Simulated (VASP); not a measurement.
A run of VASP 6.6.1:

Contents of INCAR:

```
SYSTEM = Al
PREC = Accurate
ENCUT = 600
EDIFF = 1E-6
ISMEAR = -1
SIGMA = 0.1
LREAL = .FALSE.
LASPH = .TRUE.
NELM = 80
ALGO = Normal
ISIF = 3
LWAVE = .FALSE.
LCHARG = .FALSE.
GGA = PS
IBRION = 2
NSW = 80
EDIFFG = -0.05
PSTRESS = 60.0
```

KPOINTS

```
regular mesh
0
G
  9 9 3
  0 0 0
```

File POSCAR:

```
Al
1.0
    2.8270770000      0.0000000000      0.0000000000
   -1.4135385000      2.4483205005      0.0000000000
    0.0000000000      0.0000000000      9.1859930000
Al
4
Direct
    0.0000000000      0.0000000000      0.0000000000
    0.0000000000      0.0000000000      0.5000000000
    0.3333333333      0.6666666667      0.2500000000
    0.6666666667      0.3333333333      0.7500000000
```

Potentials or basis: VASP PAW PBE potentials, release 64 (Al).

Command:

```console
$ cat potpaw_PBE.64/Al/POTCAR > POTCAR
$ mpirun -np 1 vasp_std > vasp.out
```

Hardware: 1 thread of AMD EPYC 7R13, with other jobs on the host.

Question: Estimate the wall time of this run.

Answer: Run time: 81 s on 1 thread of AMD EPYC 7R13 (shared host), peak memory 0.17 GiB. Counts: scf iterations 25, k points 24, ion steps 4.
